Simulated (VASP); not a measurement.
Here is a VASP 6.6.1 calculation.

File INCAR:

```
SYSTEM = MgCd3Te4
  PREC = Accurate
  ENCUT = 600
  EDIFF = 1E-6
  ISMEAR = 0
  SIGMA = 0.1
  LREAL = .False.
  LASPH = .True.
  NELM = 80
  ALGO = Normal
  ISIF = 3
  LWAVE = .False.
  LCHARG = .False.
  GGA = PE
  IBRION = 2
  NSW = 80
  EDIFFG = -0.025
```

File KPOINTS:

```
Automatic mesh
0
Gamma
  2 2 2
  0 0 0
```

File POSCAR:

```
MgCd3Te4
1.0
    6.4266998406     -0.0240165066     -0.0898900876
   -0.0240165066      6.7688515955     -0.0225345517
   -3.2912294010     -3.3949515062      6.5098168121
Mg Cd Te
1 3 4
Direct
    0.0041021525      0.0088970601      0.0052234066
    0.2452518083      0.7408043685      0.4990712251
    0.5145942924      0.5069931182      0.0053774714
    0.7517834788      0.2578934346      0.5030298374
    0.3684900514      0.8758417354      0.2496562924
    0.6275569415      0.6216021323      0.7487641633
    0.8761187287      0.3676448626      0.2575387718
    0.1121025463      0.1203232884      0.7313388320
```

Potentials or basis: VASP PAW PBE potentials, release 64 (Mg, Cd, Te).

Run with:

```console
$ cat potpaw_PBE.64/Mg/POTCAR potpaw_PBE.64/Cd/POTCAR potpaw_PBE.64/Te/POTCAR > POTCAR
$ mpirun -np 1 vasp_std > vasp.out
```

Task: Estimate the band gap on the k mesh.

Result: 0.99 eV, direct.

Task: Predict the relaxed cell.

Result: a = 6.617 Å, b = 6.604 Å, c = 8.056 Å, α = 114.20°, β = 114.22°, γ = 89.96°.

Task: Estimate the space group after relaxing (to 0.05 Å).

Result: Cm (No. 8).

Task: Predict the relaxed volume.

Result: 35.86 Å³/atom.

Forces on the atoms (eV/Å):
```
Mg  -0.004 -0.010  0.009
Cd   0.008  0.010  0.000
Cd  -0.012  0.008 -0.007
Cd   0.016  0.003  0.011
Te  -0.005 -0.004 -0.023
Te  -0.008 -0.009  0.000
Te   0.017  0.007 -0.011
Te  -0.012 -0.005  0.020
```

Caveat: the k points lie up to 0.53 Å⁻¹ apart in the final cell; spin-orbit coupling is left out, which moves the levels of the heavy elements. A hybrid or GW would open this gap; PBE tends to underestimate it.
